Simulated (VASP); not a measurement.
Write the native input for VASP 6.6.1 that does the following.

```
Task                   : single point
Functional             : r2SCAN
Potentials or basis    : VASP PAW PBE potentials, release 64 (Y_sv)
Cutoff                 : 520 eV
k mesh                 : 8 × 8 × 5
Occupations            : fermi-dirac, width 0.05 eV
Spin                   : no spin polarisation
Dipole correction      : no
Further INCAR settings : ALGO = Normal; EDIFF = 1e-06; NBANDS = 18
```

Y:

```xyz
2
Lattice="3.6805 0.0000 0.0000 -1.8403 3.1874 0.0000 0.0000 0.0000 5.7226" Properties=species:S:1:pos:R:3 pbc="T T T"
Y     1.8403    1.0625    4.2919
Y     0.0000    2.1250    1.4306
```

These files were run (other wordings do the same):

POSCAR

```
Y
1.0
    3.6805339904      0.0000000000      0.0000000000
   -1.8402669952      3.1874359352      0.0000000000
    0.0000000000      0.0000000000      5.7225612093
Y
2
Direct
    0.6666666667      0.3333333333      0.7500000000
    0.3333333333      0.6666666667      0.2500000000
```

INCAR.step1

```
SYSTEM = Y
  ALGO = Normal
  EDIFF = 1E-4
  ENCUT = 520
  GGA = PE
  ISMEAR = -1
  LASPH = .TRUE.
  LCHARG = .FALSE.
  LREAL = .FALSE.
  LWAVE = .TRUE.
  NBANDS = 18
  NELM = 100
  PREC = Accurate
  SIGMA = 0.05
```

INCAR.step2

```
SYSTEM = Y
  ALGO = Normal
  EDIFF = 1E-6
  ENCUT = 520
  ISIF = 2
  ISMEAR = -1
  ISTART = 1
  LASPH = .TRUE.
  LCHARG = .TRUE.
  LELF = .TRUE.
  LMIXTAU = .TRUE.
  LREAL = .FALSE.
  LVHAR = .TRUE.
  LWAVE = .FALSE.
  METAGGA = R2SCAN
  NBANDS = 18
  NELM = 100
  PREC = Accurate
  SIGMA = 0.05
```

KPOINTS

```
k-points
0
G
  8 8 5
  0 0 0
```

Potentials or basis: VASP PAW PBE potentials, release 64 (Y_sv).

Run with:

```sh
$ cat potpaw_PBE.64/Y_sv/POTCAR > POTCAR
$ cp INCAR.step1 INCAR
$ mpirun -np 1 vasp_std > vasp.out
$ cp INCAR.step2 INCAR
$ mpirun -np 1 vasp_std > vasp.out
```

It gave:

```
Pressure               : 0.0 GPa
Band gap on the k mesh : zero (bands 11 and 12 overlap by 1.36 eV)
```

Caveat: the PAW data sets were made with another functional, which shifts forces and pressure a little.

It took 5.2 min on 1 thread of Oxide Virtual Turin-like Processor (shared host), peak memory 0.19 GiB.
